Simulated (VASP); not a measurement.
Here is a VASP 6.6.1 calculation.

Contents of INCAR:

```
PREC     = Accurate       # precision mode
ENCUT    = 500            # plane-wave cutoff, eV
EDIFF    = 1E-8           # SCF threshold, eV
ISMEAR   = 0              # smearing method
SIGMA    = 0.01           # smearing width, eV
LREAL    = False          # projectors in reciprocal space
LASPH    = True           # aspherical terms in the spheres
NELM     = 120            # most SCF steps
ALGO     = Normal         # electronic algorithm
ISIF     = 2              # what is computed and relaxed
LWAVE    = False          # write WAVECAR
LCHARG   = False          # write CHGCAR
GGA      = PS             # functional
IBRION   = 8              # ionic algorithm
NSW      = 1              # ionic steps
GGA_COMPAT= False
```

File KPOINTS:

```
regular mesh
0
Gamma
  6 6 2
```

File POSCAR:

```
MoSe2
1.0
    3.2363731944      0.0000000000      0.0000000000
   -1.6181865972      2.8027814025      0.0000000000
    0.0000000000      0.0000000000     12.9886082951
Mo Se
2 4
Direct
    0.3333333333      0.6666666667      0.2500000000
    0.6666666667      0.3333333333      0.7500000000
    0.3333333333      0.6666666667      0.6209990254
    0.6666666667      0.3333333333      0.1209990254
    0.3333333333      0.6666666667      0.8790009746
    0.6666666667      0.3333333333      0.3790009746
```

Potentials or basis: VASP PAW PBE potentials, release 64 (Mo_sv, Se).

Run with:

```bash
$ cat potpaw_PBE.64/Mo_sv/POTCAR potpaw_PBE.64/Se/POTCAR > POTCAR
$ mpirun -np 1 vasp_std > vasp.out
```

Problem. Estimate the highest phonon frequency at Γ, LO-TO splitting left out.

Solution. 357 cm⁻¹.

Phonon frequencies in cm⁻¹ (negative: imaginary):
| q point | frequencies |
| --- | --- |
| (0.000, 0.000, 0.000) | 0 0 0 26 26 38 169 169 170 170 243 245 288 288 288 288 354 357 |

Caveat: the k points lie up to 0.37 Å⁻¹ apart; the cell stands under pressure or tension, which shifts response properties.
